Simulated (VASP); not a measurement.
# TlBr (Pm-3m) in VASP: density of states with PBE

Aim: the density of states of TlBr with PBE.

Everything below comes from runs of VASP 6.6.1. Logs are shortened: lines on timing, memory, paths and dates and some standing lists are left out, and cuts for length are marked.

### 1 The cell of the first run

It takes space group Pm-3m (No. 221, cubic). Conventional cell: a = 3.978 Å, b = 3.978 Å, c = 3.978 Å, α = 90.00°, β = 90.00°, γ = 90.00°. Tl (site symmetry m-3m) has 8 Br at 3.44 Å and 6 Tl at 3.98 Å within 4.5 Å. Br (site symmetry m-3m) has 8 Tl at 3.44 Å and 6 Br at 3.98 Å within 4.5 Å.

### 2 Density of states, PBE

POSCAR

```
TlBr
1.0
    3.9775180000      0.0000000000      0.0000000000
    0.0000000000      3.9775180000      0.0000000000
    0.0000000000      0.0000000000      3.9775180000
Tl Br
1 1
Direct
    0.0000000000      0.0000000000      0.0000000000
    0.5000000000      0.5000000000      0.5000000000
```

INCAR.step1

```
  PREC = Accurate
  ENCUT = 400
  EDIFF = 1E-6
  ISMEAR = -1
  SIGMA = 0.1
  LREAL = F
  LASPH = T
  NELM = 120
  ALGO = Normal
  ISIF = 2
  LWAVE = F
  LCHARG = T
  GGA = PE
  NBANDS = 17
  GGA_COMPAT = F
  NEDOS = 2001
  LORBIT = 11
```

KPOINTS.step1

```
regular mesh
0
Gamma
  7 7 7
```

INCAR.step2

```
  PREC = Accurate
  ENCUT = 400
  EDIFF = 1E-6
  ISMEAR = -5
  SIGMA = 0.1
  LREAL = F
  LASPH = T
  NELM = 120
  ALGO = Normal
  ISIF = 2
  LWAVE = F
  LCHARG = F
  GGA = PE
  LORBIT = 10
  NEDOS = 2001
  ICHARG = 11
  GGA_COMPAT = F
```

KPOINTS.step2

```
regular mesh
0
Gamma
  11 11 11
```

Potentials or basis: VASP PAW PBE potentials, release 64 (Tl_d, Br).

Started as:

```sh
> cat potpaw_PBE.64/Tl_d/POTCAR potpaw_PBE.64/Br/POTCAR > POTCAR
> cp INCAR.step1 INCAR
> cp KPOINTS.step1 KPOINTS
> mpirun -np 1 vasp_std > vasp.out
> cp INCAR.step2 INCAR
> cp KPOINTS.step2 KPOINTS
> mpirun -np 1 vasp_std > vasp.out
```

OUTCAR:

```text
PREC = Accurate
   ENCUT = 400
   EDIFF = 1E-6
   ISMEAR = -5
   LREAL = F
   LASPH = T
   NELM = 120
   ISIF = 2
   GGA = PE
   LORBIT = 10
   ICHARG = 11

 ion  position               nearest neighbor table
   1  0.000  0.000  0.000-   2 3.44   2 3.44   2 3.44   2 3.44   2 3.44   2 3.44   2 3.44   2 3.44

   2  0.500  0.500  0.500-   1 3.44   1 3.44   1 3.44   1 3.44   1 3.44   1 3.44   1 3.44   1 3.44

  LATTYP: Found a simple cubic cell.
 ALAT       =     3.9775180000

  Lattice vectors:

 A1 = (   3.9775180000,   0.0000000000,   0.0000000000)
 A2 = (   0.0000000000,   3.9775180000,   0.0000000000)
 A3 = (   0.0000000000,   0.0000000000,   3.9775180000)

Analysis of symmetry for initial positions (statically):
=====================================================================
 Subroutine PRICEL returns:
 Original cell was already a primitive cell.

 Routine SETGRP: Setting up the symmetry group for a
 simple cubic supercell.

 Subroutine GETGRP returns: Found 48 space group operations
 (whereof 48 operations were pure point group operations)
 out of a pool of 48 trial point group operations.

The static configuration has the point symmetry O_h .

Analysis of symmetry for dynamics (positions and initial velocities):
=====================================================================
 Subroutine PRICEL returns:
 Original cell was already a primitive cell.

 Routine SETGRP: Setting up the symmetry group for a
 simple cubic supercell.

 Subroutine GETGRP returns: Found 48 space group operations
 (whereof 48 operations were pure point group operations)
 out of a pool of 48 trial point group operations.

The dynamic configuration has the point symmetry O_h .

 Subroutine INISYM returns: Found 48 space group operations
 (whereof 48 operations are pure point group operations),
 and found     1 'primitive' translations

----------------------------------------------------------------------------------------

                                     Primitive cell

  volume of cell :      62.9269

  direct lattice vectors                    reciprocal lattice vectors
     3.977518000  0.000000000  0.000000000     0.251413067  0.000000000  0.000000000
     0.000000000  3.977518000  0.000000000     0.000000000  0.251413067  0.000000000
     0.000000000  0.000000000  3.977518000     0.000000000  0.000000000  0.251413067

  length of vectors
     3.977518000  3.977518000  3.977518000     0.251413067  0.251413067  0.251413067

  position of ions in fractional coordinates (direct lattice)
     0.000000000  0.000000000  0.000000000
     0.500000000  0.500000000  0.500000000

  ion indices of the primitive-cell ions
   primitive index   ion index
                 1           1
                 2           2

----------------------------------------------------------------------------------------

 KPOINTS: regular mesh

Automatic generation of k-mesh.
 Grid dimensions read from file:
 generate k-points for:   11   11   11

 Generating k-lattice:

  Cartesian coordinates                     Fractional coordinates (reciprocal lattice)
     0.022855733  0.000000000  0.000000000     0.090909091  0.000000000  0.000000000
     0.000000000  0.022855733  0.000000000     0.000000000  0.090909091  0.000000000
     0.000000000  0.000000000  0.022855733     0.000000000  0.000000000  0.090909091

  Length of vectors
     0.022855733  0.022855733  0.022855733

  Shift w.r.t. Gamma in fractional coordinates (k-lattice)
     0.000000000  0.000000000  0.000000000

 TETIRR: Found    651 inequivalent tetrahedra from     7986

 Subroutine IBZKPT returns following result:
 ===========================================

 Found     56 irreducible k-points:

 Following reciprocal coordinates:
            Coordinates               Weight
  0.000000  0.000000  0.000000      1.000000
  0.090909  0.000000  0.000000      6.000000
  0.181818  0.000000  0.000000      6.000000
  0.272727  0.000000  0.000000      6.000000
  0.363636  0.000000  0.000000      6.000000
  0.454545  0.000000  0.000000      6.000000
[... 16 lines left out ...]
  0.181818  0.090909  0.090909     24.000000
  0.272727  0.090909  0.090909     24.000000
 [... further k-points ...]
   k-points           NKPTS =     56   k-points in BZ     NKDIM =     56   number of bands    NBANDS=     14
   number of dos      NEDOS =   2001   number of ions     NIONS =      2
   total plane-waves  NPLWV =  21952
   dimension x,y,z NGX =    28 NGY =   28 NGZ =   28
   dimension x,y,z NGXF=    56 NGYF=   56 NGZF=   56
   ions per type =               1   1
   NGX,Y,Z   is equivalent  to a cutoff of  11.70, 11.70, 11.70 a.u.
   NGXF,Y,Z  is equivalent  to a cutoff of  23.41, 23.41, 23.41 a.u.
 SYSTEM =  unknown system
   PREC   = accura    normal or accurate (medium, high low for compatibility)
   ISTART =      0    job   : 0-new  1-cont  2-samecut
   ICHARG =     11    charge: 1-file 2-atom 10-const
   ISPIN  =      1    spin polarized calculation?
   LNONCOLLINEAR =      F non collinear calculations
   LSORBIT =      F    spin-orbit coupling
   LASPH  =      T    aspherical Exc in radial PAW
   ENCUT  =  400.0 eV  29.40 Ry    5.42 a.u.   6.49  6.49  6.49*2*pi/ulx,y,z
   NELM   =    120;   NELMIN=  2; NELMDL=  0     # of ELM steps
   EDIFF  = 0.1E-05   stopping-criterion for ELM
   LREAL  =      F    real-space projection
   EDIFFG = 0.1E-04   stopping-criterion for IOM
   NSW    =      0    number of steps for IOM
   IBRION =     -1    ionic relax: 0-MD 1-quasi-New 2-CG
   NFREE  =      0    steps in history (QN), initial steepest desc. (CG)
   ISIF   =      2    stress and relaxation
   ISYM   =      2    0-nonsym 1-usesym 2-fastsym
   POTIM  = 0.5000    time-step for ionic-motion
   TEBEG  =    0.0;   TEEND  =   0.0 temperature during run
   PSTRESS=    0.0 pullay stress
   NELECT =      20.0000    total number of electrons
   NUPDOWN=      -1.0000    fix difference up-down
   EMIN   =  10.00;   EMAX   =-10.00  energy-range for DOS
   EFERMI =   0.00;   METHOD = LEGACY
   ISMEAR =    -5;   SIGMA  =   0.10  broadening in eV -4-tet -1-fermi 0-gaus
   EFERMI_NEDOS =   21; number of points for ismear=-14 and -15
   IALGO  =     38    algorithm
   IMIX   =      4    mixing-type and parameters
     AMIX     =   0.40;   BMIX     =  1.00
     AMIX_MAG =   1.60;   BMIX_MAG =  1.00
  volume/ion in A,a.u.               =      31.46       212.33
  Fermi-wavevector in a.u.,A,eV,Ry     =   1.117222  2.111243 16.982577  1.248184
  Thomas-Fermi vector in A             =   2.253843
   LORBIT       =     10    0 simple, 1 ext, 2 COOP (PROOUT), +10 PAW based schemes
   GGA     = PE    functional components
   LHFCALC =     F    Hartree Fock is set to
   AEXX    =    0.0000 exact exchange contribution
   IVDW    =     0    specifies the selected vdW correction
   LEPSILON=     F    determine dielectric tensor
   LRPA    =     F    only Hartree local field effects (RPA)
 non-spin polarized calculation
 Fermi weights with tetrahedron method with Bloechl corrections
  energy-cutoff  :      400.00
  volume of cell :       62.93
 maximum number of plane-waves:      1189
 NGX is ok and might be reduce to    28

 number of electron      20.0000001 magnetization

 Free energy of the ion-electron system (eV)
  ---------------------------------------------------
  ext. energy  EPLUGINS =         0.00000000
  ---------------------------------------------------
  free energy    TOTEN  =        -5.53168809 eV

  energy without entropy =       -5.53168809  energy(sigma->0) =       -5.53168809

 E-fermi :   2.3414     XC(G=0):  -8.9786

 val. band max:        2.3301876355   @ k =   0.4545   0.0000   0.0000
 cond. band min:       4.3761387359   @ k =   0.4545   0.0000   0.0000
 fundamental gap:      2.0459511003
 Fermi energy:         2.3413664518

 k-point     1 :       0.0000    0.0000    0.0000
  band No.  band energies     occupation
      1     -11.3446      2.00000
      2      -7.7038      2.00000
      3      -7.7038      2.00000
      4      -7.5284      2.00000
      5      -7.5284      2.00000
      6      -7.5284      2.00000
      7      -2.2507      2.00000
      8       1.0914      2.00000
      9       1.0914      2.00000
     10       1.0914      2.00000
     11       9.4125      0.00000
     12       9.4125      0.00000
     13       9.6386      0.00000
     14       9.6386      0.00000

 k-point     2 :       0.0909    0.0000    0.0000
  band No.  band energies     occupation
      1     -11.3267      2.00000
      2      -7.7030      2.00000
      3      -7.6931      2.00000
      4      -7.5332      2.00000
      5      -7.5332      2.00000
      6      -7.5279      2.00000
      7      -2.3246      2.00000
      8       1.1274      2.00000
      9       1.1274      2.00000
     10       1.1361      2.00000
     11       8.5985      0.00000
     12       9.4640      0.00000
     13       9.5193      0.00000
     14       9.5193      0.00000

 k-point     3 :       0.1818    0.0000    0.0000
  band No.  band energies     occupation
      1     -11.2781      2.00000
      2      -7.7007      2.00000
      3      -7.6651      2.00000
      4      -7.5462      2.00000
      5      -7.5462      2.00000
      6      -7.5267      2.00000
      7      -2.5209      2.00000
      8       1.2268      2.00000
      9       1.2268      2.00000
     10       1.2844      2.00000
     11       7.4064      0.00000
     12       9.2009      0.00000
     13       9.2009      0.00000
     14       9.6150      0.00000
[... 324 lines left out ...]
 k-point    23 :       0.1818    0.0909    0.0909
  band No.  band energies     occupation
      1     -11.2475      2.00000
      2      -7.6843      2.00000
      3      -7.6578      2.00000
      4      -7.5503      2.00000
      5      -7.5464      2.00000
      6      -7.5356      2.00000
      7      -2.5338      2.00000
      8       0.8184      2.00000
      9       1.0826      2.00000
     10       1.8442      2.00000
     11       7.2884      0.00000
     12       8.5076      0.00000
     13       8.6722      0.00000
     14      10.4662      0.00000

 k-point    24 :       0.2727    0.0909    0.0909
  band No.  band energies     occupation
      1     -11.1864      2.00000
      2      -7.6815      2.00000
      3      -7.6210      2.00000
      4      -7.5679      2.00000
      5      -7.5580      2.00000
      6      -7.5338      2.00000
      7      -2.7065      2.00000
      8       0.8225      2.00000
      9       1.2302      2.00000
     10       2.0359      2.00000
     11       6.2094      0.00000
     12       8.2031      0.00000
     13       8.6959      0.00000
     14      10.4633      0.00000

 [... further k-points ...]
[... 5 lines left out ...]
  --------------------------------------------------------------------------------------
  -------------------------------------------------------------------------------------
  Total        0.4705142      0.4705142      0.4705142      0.0000000     -0.0000000     -0.0000000
  in kB       11.9797261     11.9797261     11.9797261      0.0000000     -0.0000000     -0.0000000
  external PRESSURE =      11.9797261 kB  Pullay stress =       0.0000000 kB

 VOLUME and BASIS-vectors are now :
 -----------------------------------------------------------------------------
  energy-cutoff  :      400.00
  volume of cell :       62.93
      direct lattice vectors                 reciprocal lattice vectors
     3.977518000  0.000000000  0.000000000     0.251413067  0.000000000  0.000000000
     0.000000000  3.977518000  0.000000000     0.000000000  0.251413067  0.000000000
     0.000000000  0.000000000  3.977518000     0.000000000  0.000000000  0.251413067

 POSITION                                       TOTAL-FORCE (eV/Angst)
 -----------------------------------------------------------------------------------
      0.00000      0.00000      0.00000         0.000000      0.000000      0.000000
      1.98876      1.98876      1.98876         0.000000      0.000000      0.000000
 -----------------------------------------------------------------------------------
    total drift:                               -0.000000      0.000000      0.000000

  FREE ENERGIE OF THE ION-ELECTRON SYSTEM (eV)
  ---------------------------------------------------
  free  energy   TOTEN  =        -5.5316880870 eV

  energy  without entropy=       -5.5316880870  energy(sigma->0) =       -5.53168809

 total charge

# of ion       s       p       d       tot
------------------------------------------
    1        1.310   0.131   9.666  11.108
    2        1.615   3.228   0.007   4.850
--------------------------------------------------
tot          2.925   3.359   9.673  15.958
```

It took 13 s on 1 thread of Intel Xeon 6975P-C (Granite Rapids), shared host; peak memory 0.17 GiB.

Results:

```
Valence electrons inside the program's atomic spheres : Tl 11.11; Br 4.85
```

Caveat: spin-orbit coupling is left out, which moves the levels of the heavy elements.
